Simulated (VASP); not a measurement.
Wanted: the native input for a VASP 6.6.1 run.

```yaml
Task: single point
Functional: PBEsol
Potentials_or_basis: VASP PAW PBE potentials, release 64 (O, H, C, N)
Cutoff: 520 eV
k_mesh: 1 × 1 × 1
Occupations: fermi-dirac, width 0.02 eV
Spin: no spin polarisation
Dipole_correction: no
Further_INCAR_settings: LREAL = Auto; ALGO = Normal; EDIFF = 1e-06; NBANDS = 50
```

The structure of H15C2NO6 lies in POSCAR:

```
H15C2NO6
1.0
    6.4392770000      0.0000000000      0.0000000000
    0.0000000000      6.4392770000      0.0000000000
    0.0000000000      0.0000000000      6.4392770000
O H C N
6 15 2 1
Direct
    0.2246991394      0.8510893381     -0.0343206233
    0.3359072765      0.4541814244      0.4354060246
    0.7045511476      0.4963756024      0.6270424459
    0.6374939298      0.8882984844      0.4828802985
    0.1249208568      0.8605779810      0.3567791850
    0.0763750340      0.0847921281      0.6676991842
    0.1886857795      0.9769419766     -0.1395187690
    0.1580456936      0.7217891077     -0.0789219038
    0.4677854362      0.4637166564      0.5199496776
    0.3833039020      0.4721182207      0.2960891417
    0.7185278720      0.6407396358      0.5853141587
    0.8198746536      0.4603001238      0.7263393080
    0.6854340945      0.9332103589      0.3439050688
    0.4919185803      0.9181154965      0.4960184195
    0.1616175232      0.8482318745      0.1905338130
    0.1438204941      0.7187142283      0.4095646142
    0.1256973415      0.2271373013      0.6155349428
    0.0526456619     -0.0108241966      0.5465831024
    0.6111245098      0.1774888703     -0.0074853124
    0.8289439948      0.0426911282      0.1249053271
    0.7242117399      0.2605572023      0.2605882617
    0.7574608143      0.1987334914      0.1018126724
    0.9138758901      0.3516077970      0.0295530073
    1.0218693807      0.4764975944     -0.0396783676
```

The input as run:

INCAR

```
SYSTEM = H15C2NO6
PREC = Accurate
ENCUT = 520
EDIFF = 1E-6
ISMEAR = -1
SIGMA = 0.02
LREAL = Auto
LASPH = .True.
NELM = 80
ALGO = Normal
ISIF = 2
LWAVE = .False.
LCHARG = .False.
GGA = PS
NBANDS = 50
```

KPOINTS

```
Automatic mesh
0
Gamma
  1 1 1
  0 0 0
```

Potentials or basis: VASP PAW PBE potentials, release 64 (O, H, C, N).

Launch:

```bash
$ cat potpaw_PBE.64/O/POTCAR potpaw_PBE.64/H/POTCAR potpaw_PBE.64/C/POTCAR potpaw_PBE.64/N/POTCAR > POTCAR
$ mpirun -np 1 vasp_gam > vasp.out
```

Results of the run:

- Pressure: -1.8 GPa
- Largest force: 3.028 eV/Å

Caveat: the k points lie up to 0.98 Å⁻¹ apart; the PAW data sets were made with another functional, which shifts forces and pressure a little.

Run time: 20 s on 1 thread of Intel(R) Xeon(R) Platinum 8488C (Sapphire Rapids), on a shared host, peak memory 0.3 GiB.
